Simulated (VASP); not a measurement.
# Si3P4 (Fd-3m) in VASP: further runs

Si3P4 is run at these levels: PBE; tasks: single point, relaxation of cell and atoms.

Everything below comes from runs of VASP 6.6.1. Logs are shortened: lines on timing, memory, paths and dates and some standing lists are left out, and cuts for length are marked.

**1. The cell of the first run**

The structure is cubic, space group Fd-3m (No. 227). Conventional cell: a = 9.896 Å, b = 9.896 Å, c = 9.896 Å, α = 90.00°, β = 90.00°, γ = 90.00°. Within 3.0 Å of Si (site symmetry -43m) lie 4 P at 2.31 Å. Si (site symmetry -3m) has 6 P at 2.38 Å within 3.1 Å. P (site symmetry 3m) has 4 Si at 2.31 to 2.38 Å within 3.0 Å.

The cell was built from a structure type or drawn by symmetry, and may not be a known phase.

**2. Single point, PBE**

INCAR

```
SYSTEM = Si3P4
PREC = Accurate
ENCUT = 520
EDIFF = 1E-7
ISMEAR = 0
SIGMA = 0.1
LREAL = .False.
LASPH = .True.
NELM = 100
ALGO = Normal
ISIF = 2
LWAVE = .False.
LCHARG = .True.
GGA = PE
LELF = .True.
LVHAR = .True.
NBANDS = 45
```

KPOINTS

```
regular mesh
0
Gamma
  8 8 8
  0 0 0
```

POSCAR

```
Si3P4
1.0
    0.0000000000      4.9481670485      4.9481670485
    4.9481670485      0.0000000000      4.9481670485
    4.9481670485      4.9481670485      0.0000000000
Si P
6 8
Direct
    0.2500000000      0.2500000000      0.2500000000
    0.0000000000      0.0000000000      0.0000000000
    0.1250000000      0.6250000000      0.6250000000
    0.6250000000      0.6250000000      0.1250000000
    0.6250000000      0.1250000000      0.6250000000
    0.6250000000      0.6250000000      0.6250000000
    0.8653749015      0.4038752955      0.8653749015
    0.3846250985      0.3846250985      0.3846250985
    0.4038752955      0.8653749015      0.8653749015
    0.3846250985      0.3846250985      0.8461247045
    0.3846250985      0.8461247045      0.3846250985
    0.8653749015      0.8653749015      0.4038752955
    0.8461247045      0.3846250985      0.3846250985
    0.8653749015      0.8653749015      0.8653749015
```

Potentials or basis: VASP PAW PBE potentials, release 64 (Si, P).

Launch:

```
$ cat potpaw_PBE.64/Si/POTCAR potpaw_PBE.64/P/POTCAR > POTCAR
$ mpirun -np 1 vasp_std > vasp.out
```

OUTCAR:

```text
SYSTEM = Si3P4
   PREC = Accurate
   ENCUT = 520
   EDIFF = 1E-7
   ISMEAR = 0
   LREAL = .False.
   LASPH = .True.
   NELM = 100
   ISIF = 2
   GGA = PE

 ion  position               nearest neighbor table
   1  0.250  0.250  0.250-  10 2.31  11 2.31  13 2.31   8 2.31
   2  0.000  0.000  0.000-   7 2.31   9 2.31  12 2.31  14 2.31
   3  0.125  0.625  0.625-   8 2.38  14 2.38  10 2.38  11 2.38  12 2.38   7 2.38
   4  0.625  0.625  0.125-   8 2.38  14 2.38   9 2.38  11 2.38  13 2.38   7 2.38
   5  0.625  0.125  0.625-   8 2.38  14 2.38  10 2.38  12 2.38  13 2.38   9 2.38
   6  0.625  0.625  0.625-   7 2.38   9 2.38  10 2.38  11 2.38  12 2.38  13 2.38
   7  0.865  0.404  0.865-   2 2.31   6 2.38   4 2.38   3 2.38
   8  0.385  0.385  0.385-   1 2.31   3 2.38   4 2.38   5 2.38
   9  0.404  0.865  0.865-   2 2.31   6 2.38   5 2.38   4 2.38
  10  0.385  0.385  0.846-   1 2.31   6 2.38   5 2.38   3 2.38
  11  0.385  0.846  0.385-   1 2.31   6 2.38   4 2.38   3 2.38
  12  0.865  0.865  0.404-   2 2.31   6 2.38   5 2.38   3 2.38
  13  0.846  0.385  0.385-   1 2.31   6 2.38   5 2.38   4 2.38
  14  0.865  0.865  0.865-   2 2.31   3 2.38   4 2.38   5 2.38

  LATTYP: Found a face centered cubic cell.
 ALAT       =     9.8963340970

  Lattice vectors:

 A1 = (   0.0000000000,   4.9481670485,   4.9481670485)
 A2 = (   4.9481670485,   0.0000000000,   4.9481670485)
 A3 = (   4.9481670485,   4.9481670485,   0.0000000000)

Analysis of symmetry for initial positions (statically):
=====================================================================
 Subroutine PRICEL returns:
 Original cell was already a primitive cell.

 Routine SETGRP: Setting up the symmetry group for a
 face centered cubic supercell.

 Subroutine GETGRP returns: Found 48 space group operations
 (whereof 24 operations were pure point group operations)
 out of a pool of 48 trial point group operations.

The static configuration has the point symmetry T_d .
 The point group associated with its full space group is O_h .

Analysis of symmetry for dynamics (positions and initial velocities):
=====================================================================
 Subroutine PRICEL returns:
 Original cell was already a primitive cell.

 Routine SETGRP: Setting up the symmetry group for a
 face centered cubic supercell.

 Subroutine GETGRP returns: Found 48 space group operations
 (whereof 24 operations were pure point group operations)
 out of a pool of 48 trial point group operations.

The dynamic configuration has the point symmetry T_d .
 The point group associated with its full space group is O_h .

 Subroutine INISYM returns: Found 48 space group operations
 (whereof 24 operations are pure point group operations),
 and found     1 'primitive' translations

----------------------------------------------------------------------------------------

                                     Primitive cell

  volume of cell :     242.3054

  direct lattice vectors                    reciprocal lattice vectors
     0.000000000  4.948167049  4.948167049    -0.101047518  0.101047518  0.101047518
     4.948167049  0.000000000  4.948167049     0.101047518 -0.101047518  0.101047518
     4.948167049  4.948167049  0.000000000     0.101047518  0.101047518 -0.101047518

  length of vectors
     6.997764949  6.997764949  6.997764949     0.175019436  0.175019436  0.175019436

  position of ions in fractional coordinates (direct lattice)
     0.250000000  0.250000000  0.250000000
     0.000000000  0.000000000  0.000000000
     0.125000000  0.625000000  0.625000000
     0.625000000  0.625000000  0.125000000
     0.625000000  0.125000000  0.625000000
     0.625000000  0.625000000  0.625000000
     0.865374901  0.403875296  0.865374901
     0.384625099  0.384625099  0.384625099
     0.403875296  0.865374901  0.865374901
     0.384625099  0.384625099  0.846124704
     0.384625099  0.846124704  0.384625099
     0.865374901  0.865374901  0.403875296
     0.846124704  0.384625099  0.384625099
     0.865374901  0.865374901  0.865374901

  ion indices of the primitive-cell ions
   primitive index   ion index
                 1           1
                 2           2
                 3           3
                 4           4
                 5           5
                 6           6
                 7           7
                 8           8
                 9           9
                10          10
                11          11
                12          12
                13          13
                14          14

----------------------------------------------------------------------------------------

 KPOINTS: regular mesh

Automatic generation of k-mesh.
 Grid dimensions read from file:
 generate k-points for:    8    8    8

 Generating k-lattice:

  Cartesian coordinates                     Fractional coordinates (reciprocal lattice)
    -0.012630940  0.012630940  0.012630940     0.125000000  0.000000000  0.000000000
     0.012630940 -0.012630940  0.012630940     0.000000000  0.125000000  0.000000000
     0.012630940  0.012630940 -0.012630940     0.000000000  0.000000000  0.125000000

  Length of vectors
     0.021877429  0.021877429  0.021877429

  Shift w.r.t. Gamma in fractional coordinates (k-lattice)
     0.000000000  0.000000000  0.000000000

 Subroutine IBZKPT returns following result:
 ===========================================

 Found     29 irreducible k-points:

 Following reciprocal coordinates:
            Coordinates               Weight
  0.000000  0.000000  0.000000      1.000000
  0.125000  0.000000  0.000000      8.000000
  0.250000  0.000000  0.000000      8.000000
  0.375000  0.000000  0.000000      8.000000
  0.500000  0.000000  0.000000      4.000000
  0.125000  0.125000  0.000000      6.000000
[... 16 lines left out ...]
  0.500000  0.250000  0.125000     48.000000
 -0.375000  0.250000  0.125000     24.000000
 [... further k-points ...]
   k-points           NKPTS =     29   k-points in BZ     NKDIM =     29   number of bands    NBANDS=     45
   number of dos      NEDOS =    301   number of ions     NIONS =     14
   total plane-waves  NPLWV = 157464
   dimension x,y,z NGX =    54 NGY =   54 NGZ =   54
   dimension x,y,z NGXF=   108 NGYF=  108 NGZF=  108
   ions per type =               6   8
   NGX,Y,Z   is equivalent  to a cutoff of  12.83, 12.83, 12.83 a.u.
   NGXF,Y,Z  is equivalent  to a cutoff of  25.66, 25.66, 25.66 a.u.
 SYSTEM =  Si3P4
   PREC   = accura    normal or accurate (medium, high low for compatibility)
   ISTART =      0    job   : 0-new  1-cont  2-samecut
   ICHARG =      2    charge: 1-file 2-atom 10-const
   ISPIN  =      1    spin polarized calculation?
   LNONCOLLINEAR =      F non collinear calculations
   LSORBIT =      F    spin-orbit coupling
   LASPH  =      T    aspherical Exc in radial PAW
   ENCUT  =  520.0 eV  38.22 Ry    6.18 a.u.  13.01 13.01 13.01*2*pi/ulx,y,z
   NELM   =    100;   NELMIN=  2; NELMDL= -5     # of ELM steps
   EDIFF  = 0.1E-06   stopping-criterion for ELM
   LREAL  =      F    real-space projection
   EDIFFG = 0.1E-05   stopping-criterion for IOM
   NSW    =      0    number of steps for IOM
   IBRION =     -1    ionic relax: 0-MD 1-quasi-New 2-CG
   NFREE  =      0    steps in history (QN), initial steepest desc. (CG)
   ISIF   =      2    stress and relaxation
   ISYM   =      2    0-nonsym 1-usesym 2-fastsym
   POTIM  = 0.5000    time-step for ionic-motion
   TEBEG  =    0.0;   TEEND  =   0.0 temperature during run
   PSTRESS=    0.0 pullay stress
   NELECT =      64.0000    total number of electrons
   NUPDOWN=      -1.0000    fix difference up-down
   EMIN   =  10.00;   EMAX   =-10.00  energy-range for DOS
   EFERMI =   0.00;   METHOD = LEGACY
   ISMEAR =     0;   SIGMA  =   0.10  broadening in eV -4-tet -1-fermi 0-gaus
   EFERMI_NEDOS =   21; number of points for ismear=-14 and -15
   IALGO  =     38    algorithm
   IMIX   =      4    mixing-type and parameters
     AMIX     =   0.40;   BMIX     =  1.00
     AMIX_MAG =   1.60;   BMIX_MAG =  1.00
  volume/ion in A,a.u.               =      17.31       116.80
  Fermi-wavevector in a.u.,A,eV,Ry     =   1.050382  1.984934 15.011331  1.103302
  Thomas-Fermi vector in A             =   2.185383
   LORBIT       =      0    0 simple, 1 ext, 2 COOP (PROOUT), +10 PAW based schemes
   GGA     = PE    functional components
   LHFCALC =     F    Hartree Fock is set to
   AEXX    =    0.0000 exact exchange contribution
   IVDW    =     0    specifies the selected vdW correction
   LEPSILON=     F    determine dielectric tensor
   LRPA    =     F    only Hartree local field effects (RPA)
 non-spin polarized calculation
 Gauss-broadening in eV      SIGMA  =   0.10
  energy-cutoff  :      520.00
  volume of cell :      242.31
 maximum number of plane-waves:      6588
 NGX is ok and might be reduce to    54
   NGX = 25   NGY = 25   NGZ = 25

 number of electron      64.0000005 magnetization

 Free energy of the ion-electron system (eV)
  ---------------------------------------------------
  ext. energy  EPLUGINS =         0.00000000
  ---------------------------------------------------
  free energy    TOTEN  =       -75.53290284 eV

  energy without entropy =      -75.50387368  energy(sigma->0) =      -75.51838826

 E-fermi :   7.1811     XC(G=0): -10.1980

 val. band max:        7.1707535447   @ k =  -0.3750   0.1250   0.0000
 cond. band min:       7.1869559844   @ k =  -0.2500   0.1250   0.0000
 fundamental gap:      0.0162024397
 Fermi energy:         7.1810595152

 k-point     1 :       0.0000    0.0000    0.0000
  band No.  band energies     occupation
      1      -7.2283      2.00000
      2      -4.7668      2.00000
      3      -3.7077      2.00000
      4      -3.7077      2.00000
      5      -3.7077      2.00000
      6      -3.4040      2.00000
[... 1117 lines left out ...]
     43      11.3643      0.00000
     44      11.5806      0.00000

 [... further k-points ...]

 [bands above 44 left out]

------------------------ aborting loop because EDIFF is reached ----------------------------------------

  FORCE on cell =-STRESS in cart. coord.  units (eV):
  Direction    XX          YY          ZZ          XY          YZ          ZX
  --------------------------------------------------------------------------------------
  -------------------------------------------------------------------------------------
  Total       -0.1874354     -0.1874354     -0.1874354      0.0000000      0.0000000     -0.0000000
  in kB       -1.2393645     -1.2393645     -1.2393645      0.0000000      0.0000000     -0.0000000
  external PRESSURE =      -1.2393645 kB  Pullay stress =       0.0000000 kB

 VOLUME and BASIS-vectors are now :
 -----------------------------------------------------------------------------
  energy-cutoff  :      520.00
  volume of cell :      242.31
      direct lattice vectors                 reciprocal lattice vectors
     0.000000000  4.948167049  4.948167049    -0.101047518  0.101047518  0.101047518
     4.948167049  0.000000000  4.948167049     0.101047518 -0.101047518  0.101047518
     4.948167049  4.948167049  0.000000000     0.101047518  0.101047518 -0.101047518

 POSITION                                       TOTAL-FORCE (eV/Angst)
 -----------------------------------------------------------------------------------
      2.47408      2.47408      2.47408         0.000000      0.000000      0.000000
      0.00000      0.00000      0.00000         0.000000      0.000000      0.000000
      6.18521      3.71113      3.71113         0.000000      0.000000      0.000000
      3.71113      3.71113      6.18521         0.000000      0.000000      0.000000
      3.71113      6.18521      3.71113         0.000000      0.000000      0.000000
      6.18521      6.18521      6.18521         0.000000      0.000000      0.000000
      6.28046      8.56404      6.28046         0.005850     -0.005850      0.005850
      3.80638      3.80638      3.80638         0.005850      0.005850      0.005850
      8.56404      6.28046      6.28046        -0.005850      0.005850      0.005850
      6.08996      6.08996      3.80638        -0.005850     -0.005850      0.005850
      6.08996      3.80638      6.08996        -0.005850      0.005850     -0.005850
      6.28046      6.28046      8.56404         0.005850      0.005850     -0.005850
      3.80638      6.08996      6.08996         0.005850     -0.005850     -0.005850
      8.56404      8.56404      8.56404        -0.005850     -0.005850     -0.005850
 -----------------------------------------------------------------------------------
    total drift:                                0.000000      0.000000     -0.000000

  FREE ENERGIE OF THE ION-ELECTRON SYSTEM (eV)
  ---------------------------------------------------
  free  energy   TOTEN  =       -75.5329028429 eV

  energy  without entropy=      -75.5038736753  energy(sigma->0) =      -75.51838826
```

Run time: 8.1 min. Hardware: 1 thread of Intel Xeon Platinum 8488C (Sapphire Rapids), shared host; peak memory 0.52 GiB.

What came out:

| Item | Value |
| --- | --- |
| Free energy | -75.5329 eV |
| Pressure | -0.1 GPa |
| Largest force | 0.010 eV/Å |
| Band gap on the k mesh | zero (bands 32 and 33 overlap by 0.38 eV) |

Forces in eV/Å, atoms in the order of the input:
```
Si   0.000  0.000  0.000
Si   0.000  0.000  0.000
Si   0.000  0.000  0.000
Si   0.000  0.000  0.000
Si   0.000  0.000  0.000
Si   0.000  0.000  0.000
P    0.006 -0.006  0.006
P    0.006  0.006  0.006
P   -0.006  0.006  0.006
P   -0.006 -0.006  0.006
P   -0.006  0.006 -0.006
P    0.006  0.006 -0.006
P    0.006 -0.006 -0.006
P   -0.006 -0.006 -0.006
```

**3. Relaxation of cell and atoms, PBE**

INCAR

```
PREC     = Accurate       # precision mode
ENCUT    = 600            # plane-wave cutoff, eV
EDIFF    = 1E-7           # SCF threshold, eV
ISMEAR   = 0              # smearing method
SIGMA    = 0.1            # smearing width, eV
LREAL    = F              # projectors in reciprocal space
LASPH    = T              # aspherical terms in the spheres
NELM     = 100            # most SCF steps
ALGO     = Normal         # electronic algorithm
ISIF     = 3              # what is computed and relaxed
LWAVE    = F              # write WAVECAR
LCHARG   = F              # write CHGCAR
GGA      = PE             # functional
IBRION   = 2              # ionic algorithm
NSW      = 100            # ionic steps
EDIFFG   = -0.01          # ionic threshold
```

KPOINTS

```
Automatic mesh
0
Gamma
  8 8 8
```

POSCAR

```
Si3P4
1.0
    0.0000000000      4.9475754723      4.9475754723
    4.9475754723      0.0000000000      4.9475754723
    4.9475754723      4.9475754723      0.0000000000
Si P
6 8
Direct
    0.2500000000      0.2500000000      0.2500000000
    0.0000000000      0.0000000000      0.0000000000
    0.1250000000      0.6250000000      0.6250000000
    0.6250000000      0.6250000000      0.1250000000
    0.6250000000      0.1250000000      0.6250000000
    0.6250000000      0.6250000000      0.6250000000
    0.8655046106      0.4034861681      0.8655046106
    0.3844953894      0.3844953894      0.3844953894
    0.4034861681      0.8655046106      0.8655046106
    0.3844953894      0.3844953894      0.8465138319
    0.3844953894      0.8465138319      0.3844953894
    0.8655046106      0.8655046106      0.4034861681
    0.8465138319      0.3844953894      0.3844953894
    0.8655046106      0.8655046106      0.8655046106
```

Potentials or basis: VASP PAW PBE potentials, release 64 (Si, P).

Launch:

```
$ cat potpaw_PBE.64/Si/POTCAR potpaw_PBE.64/P/POTCAR > POTCAR
$ mpirun -np 1 vasp_std > vasp.out
```

Run time: 15 min. Hardware: 1 thread of Intel Xeon Platinum 8488C (Sapphire Rapids), shared host; peak memory 0.59 GiB.

It converged, with:

```
Free energy                           : -75.5349 eV
Relaxed volume                        : 17.28 Å³/atom
Relaxed cell                          : a = 6.994 Å, b = 6.994 Å, c = 6.994 Å, α = 60.00°, β = 60.00°, γ = 60.00°
Space group after relaxing (to 0.1 Å) : Fd-3m (No. 227)
Energy gained by relaxing             : 0.0 meV/atom
Ionic steps                           : 3
Pressure after relaxing               : 0.1 GPa
Largest force after relaxing          : 0.010 eV/Å
Band gap on the k mesh                : zero (bands 32 and 33 overlap by 0.39 eV)
```

Forces on the atoms (eV/Å):
```
Si   0.000  0.000  0.000
Si   0.000  0.000  0.000
Si   0.000  0.000  0.000
Si   0.000  0.000  0.000
Si   0.000  0.000  0.000
Si   0.000  0.000  0.000
P    0.006 -0.006  0.006
P    0.006  0.006  0.006
P   -0.006  0.006  0.006
P   -0.006 -0.006  0.006
P   -0.006  0.006 -0.006
P    0.006  0.006 -0.006
P    0.006 -0.006 -0.006
P   -0.006 -0.006 -0.006
```

Step by step:
| step | energy change (eV) | largest force (eV/Å) | pressure (GPa) | volume (Å³) |
| --- | --- | --- | --- | --- |
| 1 | 0.0000 | 0.0486 | -0.11 | 242.22 |
| 2 | -0.0005 | 0.0008 | 0.11 | 241.79 |
| 3 | -0.0005 | 0.0096 | 0.07 | 241.87 |

Final structure:
```
CELL_PARAMETERS angstrom
0.00000 4.94520 4.94520
4.94520 0.00000 4.94520
4.94520 4.94520 0.00000
ATOMIC_POSITIONS crystal
Si 0.25000 0.25000 0.25000
Si 0.00000 0.00000 0.00000
Si 0.12500 0.62500 0.62500
Si 0.62500 0.62500 0.12500
Si 0.62500 0.12500 0.62500
Si 0.62500 0.62500 0.62500
P 0.86539 0.40382 0.86539
P 0.38461 0.38461 0.38461
P 0.40382 0.86539 0.86539
P 0.38461 0.38461 0.84618
P 0.38461 0.84618 0.38461
P 0.86539 0.86539 0.40382
P 0.84618 0.38461 0.38461
P 0.86539 0.86539 0.86539
```

Levels at points of the mesh, in eV from the Fermi level:
```csv
k point,band 29,band 30,band 31,band 32,band 33,band 34,band 35,band 36
"(0.00, 0.00, 0.00)",-0.57,-0.53,-0.26,-0.26,-0.26,0.11,0.11,0.11
"(0.50, 0.00, 0.00)",-0.77,-0.49,-0.16,-0.16,0.29,0.66,1.20,1.20
"(0.50, 0.50, 0.00)",-1.12,-1.12,-0.19,-0.19,1.54,1.54,2.11,2.11
```
